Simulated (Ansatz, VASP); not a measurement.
## One calculation of MoS2, two programs

The input INCAR:

```
SYSTEM = MoS2
PREC     = Accurate       ! precision mode
ENCUT    = 520            ! plane-wave cutoff, eV
EDIFF    = 1E-6           ! SCF threshold, eV
ISMEAR   = 1              ! smearing method
SIGMA    = 0.2            ! smearing width, eV
LREAL    = .FALSE.        ! projectors in reciprocal space
LASPH    = .TRUE.         ! aspherical terms in the spheres
NELM     = 100            ! most SCF steps
ALGO     = Normal         ! electronic algorithm
ISIF     = 2              ! what is computed and relaxed
LWAVE    = .FALSE.        ! write WAVECAR
LCHARG   = .FALSE.        ! write CHGCAR
GGA      = PS             ! functional
NBANDS   = 20             ! bands
```

File KPOINTS:

```
Automatic mesh
0
G
  6 6 6
  0 0 0
```

The input POSCAR:

```
MoS2
1.0
    0.0000000000      2.9323968606      2.9323968606
    2.9323968606      0.0000000000      2.9323968606
    2.9323968606      2.9323968606      0.0000000000
Mo S
1 2
Direct
    0.0000000000      0.0000000000      0.0000000000
    0.2500000000      0.2500000000      0.2500000000
    0.7500000000      0.7500000000      0.7500000000
```

Input for Ansatz:

```yaml
crystal:
  lattice:
    - [0.0, 2.9323968606, 2.9323968606]
    - [2.9323968606, 0.0, 2.9323968606]
    - [2.9323968606, 2.9323968606, 0.0]
  atoms:
    - { symbol: Mo, position: [0.0, 0.0, 0.0] }
    - { symbol: S, position: [0.25, 0.25, 0.25] }
    - { symbol: S, position: [0.75, 0.75, 0.75] }
kpoints:
  mp_grid: { grid: [6, 6, 6] }
hamiltonian:
  xc: pbesol
scf:
  occupations: { method: cold, width: 0.2 }
  n_extra_bands: 4
output:
  forces: true
  stress: true
  eigenvalues: true
```

Alike in both runs: task single point; functional PBEsol; k mesh 6 × 6 × 6; no spin polarisation.

```csv
,VASP,Ansatz
version,VASP 6.6.1,Ansatz 0.2.0
potentials or method,"VASP PAW PBE potentials, release 64 (Mo_sv, S)",plane waves
plane-wave cutoff (eV),520,420
occupations,"methfessel-paxton of order 1, width 0.2 eV","cold, width 0.2 eV"
valence electrons in the cell,26,26
```

Ansatz gave:

* pressure (GPa): -4.7

**Question.** Estimate VASP's values.

**Answer.** Pressure (GPa): -4.6.

VASP's potentials were made for PBE, not for PBEsol.
